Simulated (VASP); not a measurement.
Write the native input for VASP 6.6.1 that does the following.

```yaml
Task: relaxation of cell and atoms
Functional: PBE
Potentials_or_basis: VASP PAW PBE potentials, release 64 (Sr_sv, Rh_pv, N)
Cutoff: 600 eV
k_mesh: 4 × 4 × 4
Occupations: gaussian, width 0.1 eV
Spin: collinear spin, ferromagnetic start
Starting_moments: "[0.0, 1.0, 0.0, 0.0] μB"
Dipole_correction: no
Further_INCAR_settings: ALGO = Normal; EDIFF = 1e-06; IBRION = 2; EDIFFG = -0.04; NSW = 90; ISIF = 3
```

The structure of SrRhN2 lies in POSCAR:

```
SrRhN2
1.0
    4.0590000000      0.0000000000      0.0000000000
    0.0000000000      4.0590000000      0.0000000000
    0.0000000000      0.0000000000      3.7606540700
Sr Rh N
1 1 2
Direct
    0.5000000000      0.5000000000      0.5000000000
    0.0000000000      0.0000000000      0.0000000000
    0.5000000000      0.0000000000      0.0000000000
    0.0000000000      0.5000000000      0.0000000000
```

These files were run (other wordings do the same):

INCAR

```
SYSTEM = SrRhN2
PREC     = Accurate       ! precision mode
ENCUT    = 600            ! plane-wave cutoff, eV
EDIFF    = 1E-6           ! SCF threshold, eV
ISMEAR   = 0              ! smearing method
SIGMA    = 0.1            ! smearing width, eV
LREAL    = .FALSE.        ! projectors in reciprocal space
LASPH    = .TRUE.         ! aspherical terms in the spheres
NELM     = 150            ! most SCF steps
ALGO     = Normal         ! electronic algorithm
ISIF     = 3              ! what is computed and relaxed
LWAVE    = .FALSE.        ! write WAVECAR
LCHARG   = .FALSE.        ! write CHGCAR
ISPIN    = 2              ! spin polarisation
MAGMOM   = 0 1 0 0        ! initial moments
LORBIT   = 11             ! projections on sites
LMAXMIX  = 4              ! l up to which the mixer works
GGA      = PE             ! functional
IBRION   = 2              ! ionic algorithm
NSW      = 90             ! ionic steps
EDIFFG   = -0.04          ! ionic threshold
```

KPOINTS

```
Automatic mesh
0
G
  4 4 4
  0 0 0
```

Potentials or basis: VASP PAW PBE potentials, release 64 (Sr_sv, Rh_pv, N).

Command:

```sh
$ cat potpaw_PBE.64/Sr_sv/POTCAR potpaw_PBE.64/Rh_pv/POTCAR potpaw_PBE.64/N/POTCAR > POTCAR
$ mpirun -np 1 vasp_std > vasp.out
```

It gave:

The relaxed volume is 14.70 Å³/atom, the relaxed cell is a = 3.895 Å, b = 3.895 Å, c = 3.876 Å, α = 90.00°, β = 90.00°, γ = 90.00° and the space group after relaxing (to 0.1 Å) is P4/mmm (No. 123). The energy gained by relaxing is 59.1 meV/atom, the ionic steps are 6 and the pressure after relaxing is 0.2 GPa. The net moment is 0.00 μB per cell. The valence electrons inside the program's atomic spheres are Sr 8.05; Rh 13.87; N 3.62.

Caveat: the k points lie up to 0.41 Å⁻¹ apart in the final cell.

It took 2.9 min on 1 thread of Intel(R) Xeon(R) Platinum 8488C (Sapphire Rapids), on a shared host, peak memory 0.24 GiB.
